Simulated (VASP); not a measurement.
Input of a VASP 6.6.1 run:

INCAR

```
SYSTEM = Rh
  PREC = Accurate
  ENCUT = 500
  EDIFF = 1E-6
  ISMEAR = -1
  SIGMA = 0.08
  LREAL = .False.
  LASPH = .True.
  NELM = 120
  ALGO = Normal
  ISIF = 2
  LWAVE = .False.
  LCHARG = .False.
  GGA = PS
  NBANDS = 22
  GGA_COMPAT = .False.
```

File KPOINTS:

```
Automatic mesh
0
Gamma
  14 10 14
  0 0 0
```

The input POSCAR:

```
Rh
1.0
   -1.8904315232      1.8904315232      0.0000000000
    0.0000000000      0.0000000000      3.7808630465
    1.8904315232      1.8904315232      0.0000000000
Rh
2
Direct
    0.0000000000      0.0000000000      0.0000000000
    0.5000000000      0.5000000000      0.5000000000
```

Potentials or basis: VASP PAW PBE potentials, release 64 (Rh_pv).

Run with:

```bash
$ cat potpaw_PBE.64/Rh_pv/POTCAR > POTCAR
$ mpirun -np 1 vasp_std > vasp.out
```

(1) Predict the pressure.

(2) What does it give for the band gap on the k mesh?

Results:

(1) 0.0 GPa.

(2) zero (bands 15 and 16 overlap by 2.54 eV).

Caveat: the PAW data sets were made with another functional, which shifts forces and pressure a little.
